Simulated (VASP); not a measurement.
Runs of VASP 6.6.1 on HgTe. The structure is that of space group I-4m2 (No. 119), or close to it. The cells are those of the table. 

```csv
level,cell,k mesh,grid for exact exchange (PRECFOCK),screening parameter,gap on the mesh (eV),pressure (GPa)
r2SCAN,"a = 4.677, b = 4.677, c = 4.512 Å, angles 61.2, 61.2, 57.7°, 2 atoms",6 × 6 × 6,-,-,none,0.9
HSE06,"a = 4.677, b = 4.677, c = 4.512 Å, angles 61.2, 61.2, 57.7°, 2 atoms",4 × 4 × 4,Normal,0.2079 1/Å,none,0.9
PBE,"a = 4.677, b = 4.677, c = 4.512 Å, angles 61.2, 61.2, 57.7°, 2 atoms",6 × 6 × 6,-,-,none,2.2
r2SCAN,"a = 4.620, b = 4.620, c = 4.791 Å, angles 58.8, 58.8, 62.5°, 2 atoms",6 × 6 × 6,-,-,0.21,(a)
PBE,"a = 4.620, b = 4.620, c = 4.791 Å, angles 58.8, 58.8, 62.5°, 2 atoms",6 × 6 × 6,-,-,0.21,0.7
```

Alike in all rows: task single point; potentials or basis VASP PAW PBE potentials, release 64 (Hg, Te); no spin polarisation; cutoff (eV) 520; smearing fermi-dirac 0.02 eV.

Q: Estimate the missing entries.

A: (a) -0.6.

Caveats: some runs use coarse meshes; spin-orbit coupling is left out, which moves the levels of the heavy elements; the PAW data sets were made with another functional, which shifts forces and pressure a little (some runs).

A k mesh can miss the band edges, and the runs leave out spin-orbit coupling on Hg, Te.

A gap of «none» marks levels without a gap at the run's occupations.
